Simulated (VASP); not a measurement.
Write the native input for VASP 6.6.1 that does the following.

| Property | Result |
| --- | --- |
| Task | single point |
| Functional | PBE |
| Potentials or basis | VASP PAW PBE potentials, release 64 (Cr_pv, Ca_sv, F) |
| Cutoff | 520 eV |
| k mesh | 8 × 3 × 5 |
| Occupations | fermi-dirac, width 0.1 eV |
| Spin | no spin polarisation |
| Dipole correction | no |
| Further INCAR settings | ALGO = Normal; EDIFF = 1e-07; NBANDS = 73 |

The structure of Ca2CrF4 lies in POSCAR:

```
Ca2CrF4
1.0
    3.4423240000      0.0000000000      0.0000000000
    0.0000000000      9.8180250000      0.0000000000
   -0.2896060000      0.0000000000      5.8173930000
Cr Ca F
2 4 8
Direct
    0.0000000000      0.0000000000      0.0000000000
    0.0000000000      0.5000000000      0.5000000000
    0.5128000000      0.1826000000      0.4272000000
    0.4872000000      0.6826000000      0.0728000000
    0.4872000000      0.8174000000      0.5728000000
    0.5128000000      0.3174000000      0.9272000000
    0.5627000000      0.4507000000      0.2619000000
    0.4373000000      0.9507000000      0.2381000000
    0.4373000000      0.5493000000      0.7381000000
    0.5627000000      0.0493000000      0.7619000000
    0.0061000000      0.1922000000      0.1367000000
    0.9939000000      0.6922000000      0.3633000000
    0.9939000000      0.8078000000      0.8633000000
    0.0061000000      0.3078000000      0.6367000000
```

These files were run (other wordings do the same):

INCAR

```
ALGO = Normal
EDIFF = 1E-7
ENCUT = 520
GGA = PE
ISIF = 2
ISMEAR = -1
LASPH = True
LCHARG = False
LREAL = False
LWAVE = False
NBANDS = 73
NELM = 80
PREC = Accurate
SIGMA = 0.1
```

KPOINTS

```
k-points
0
Gamma
  8 3 5
```

Potentials or basis: VASP PAW PBE potentials, release 64 (Cr_pv, Ca_sv, F).

Command:

```bash
$ cat potpaw_PBE.64/Cr_pv/POTCAR potpaw_PBE.64/Ca_sv/POTCAR potpaw_PBE.64/F/POTCAR > POTCAR
$ mpirun -np 1 vasp_std > vasp.out
```

It gave:

```yaml
Pressure: 3.7 GPa
Largest_force: 1.140 eV/Å
Band_gap_on_the_k_mesh: zero (bands 60 and 61 overlap by 0.22 eV)
```

Caveat: the stress differs along the axes, from -0 to 7 GPa; the run has no spin polarisation, though such a crystal can be magnetic; semilocal functionals often make such compounds metallic where correlation or magnetic order opens a gap, which also shifts bond lengths; forces of over 1 eV/Å act on the atoms, so gaps and moduli don't describe the material at rest.

It took 24 min on 1 thread of Intel(R) Xeon(R) Platinum 8488C (Sapphire Rapids), with other jobs on the host, peak memory 0.62 GiB.
